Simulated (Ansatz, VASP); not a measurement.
## TaN: VASP beside Ansatz

Contents of INCAR:

```
ALGO = Normal ; EDIFF = 1E-6
ENCUT = 520 ; GGA = PS
ISIF = 2 ; ISMEAR = -1
IVDW = 12 ; LASPH = True
LCHARG = False ; LDAU = True
LDAUJ = 0 0 ; LDAUL = 2 -1
LDAUPRINT = 1 ; LDAUTYPE = 2
LDAUU = 8 0 ; LMAXMIX = 4
LREAL = False ; LWAVE = False
NBANDS = 15 ; NELM = 150
PREC = Accurate ; SIGMA = 0.01
```

File KPOINTS:

```
k-points
0
Gamma
  10 10 10
```

The input POSCAR:

```
TaN
1.0
    0.0000000000      2.2546932853      2.2546932853
    2.2546932853      0.0000000000      2.2546932853
    2.2546932853      2.2546932853      0.0000000000
Ta N
1 1
Direct
    0.5000000000      0.5000000000      0.5000000000
    0.0000000000      0.0000000000      0.0000000000
```

The input input.yaml:

```yaml
crystal:
  lattice:
    - [0.0, 2.2546932853, 2.2546932853]
    - [2.2546932853, 0.0, 2.2546932853]
    - [2.2546932853, 2.2546932853, 0.0]
  atoms:
    - { symbol: Ta, position: [0.5, 0.5, 0.5] }
    - { symbol: "N", position: [0.0, 0.0, 0.0] }
kpoints:
  mp_grid: { grid: [10, 10, 10] }
scf:
  occupations: { method: fermi_dirac, width: 0.01 }
hamiltonian:
  xc: pbesol
  dispersion: d3bj
  pseudopotentials: { kind: all_electron, lapw: { basis_error: 0.001 } }
  hubbard:
    sites: [{ species: Ta, l: d, u_eff: 8 }]
    double_counting: fll
    projectors: ortho-atomic
output:
  forces: true
  stress: true
  eigenvalues: true
  hubbard: {}
```

Change from the starting cell: volume scaled by 1.06.

Alike in both runs: task single point; functional PBEsol; dispersion D3(BJ); k mesh 10 × 10 × 10; occupations fermi-dirac, width 0.01 eV; no spin polarisation; Hubbard terms Ta d U = 8.0 eV.

|  | VASP | Ansatz |
| --- | --- | --- |
| version | VASP 6.6.1 | Ansatz 0.2.0 |
| potentials or method | VASP PAW PBE potentials, release 64 (Ta_pv, N), cutoff 520 eV | all-electron LAPW, scalar-relativistic |

Ansatz gave:

* gap on the k mesh at the Fermi level (eV): none
* pressure (GPa): -24.4

Question: What did VASP give for the same quantities?

Answer: gap on the k mesh at the Fermi level (eV): none; pressure (GPa): -10.5.

VASP's potentials were made for PBE, not for PBEsol. The programs project onto different local orbitals, so the same U acts differently, and such runs can settle in different states. A gap of «none» marks a metal or a gap that the smearing closes. Ansatz ran all-electron here, and VASP with PAW potentials.

Neither program's run includes spin-orbit coupling. Noted on Ansatz's run: U is the effective U less J, on atomic orbitals that reach past the spheres.
